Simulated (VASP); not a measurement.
A run of VASP 6.6.1:

File INCAR:

```
SYSTEM = ZnSe
PREC = Accurate ; ENCUT = 520
EDIFF = 1E-6 ; ISMEAR = -1
SIGMA = 0.05 ; LREAL = .FALSE.
LASPH = .TRUE. ; NELM = 80
ALGO = Normal ; ISIF = 2
LWAVE = .FALSE. ; LCHARG = .FALSE.
GGA = RP ; IVDW = 12
NBANDS = 16
```

File KPOINTS:

```
regular mesh
0
G
  8 8 8
  0 0 0
```

File POSCAR:

```
ZnSe
1.0
    0.0000000000      2.7549153949      2.7549153949
    2.7549153949      0.0000000000      2.7549153949
    2.7549153949      2.7549153949      0.0000000000
Se Zn
1 1
Direct
    0.7500000000      0.7500000000      0.7500000000
    0.0000000000      0.0000000000      0.0000000000
```

Potentials or basis: VASP PAW PBE potentials, release 64 (Se, Zn).

Run with:

```sh
$ cat potpaw_PBE.64/Se/POTCAR potpaw_PBE.64/Zn/POTCAR > POTCAR
$ mpirun -np 1 vasp_std > vasp.out
```

Hardware: 1 thread of Intel(R) Xeon(R) 6975P-C (Granite Rapids) (shared host).

Problem. How long does it take, and how much memory?

Solution. Wall time 11 s on 1 thread of Intel(R) Xeon(R) 6975P-C (Granite Rapids), on a shared host, peak memory 0.18 GiB. Counts: scf iterations 13, k points 29.
